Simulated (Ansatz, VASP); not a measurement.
## Si: VASP beside Ansatz

```
CELL_PARAMETERS angstrom
2.56445 0.00000 0.00000
0.00000 2.56445 0.00000
0.00000 0.00000 2.56445
ATOMIC_POSITIONS crystal
Si 0.00000 0.00000 0.00000
```

Alike in both runs: task single point; functional LDA; k mesh 14 × 14 × 14; occupations fermi-dirac, width 0.1 eV; no spin polarisation.

```csv
,VASP,Ansatz
version,VASP 6.6.1,Ansatz 0.2.0
potentials or method,"VASP PAW LDA potentials, release 64 (Si), cutoff 520 eV","plane waves (420 eV) with PAW, scalar-relativistic"
valence electrons in the cell,4,4
```

VASP gave:

| Item | Value |
| --- | --- |
| pressure (GPa) | -6.8 |

What did Ansatz give for the same quantities?

Pressure (GPa): -6.9.

Ansatz warns that its potentials were made for another functional, while VASP's fit it. LDA's correlation is that of Perdew and Zunger in VASP and of Perdew and Wang (1992) in Ansatz.
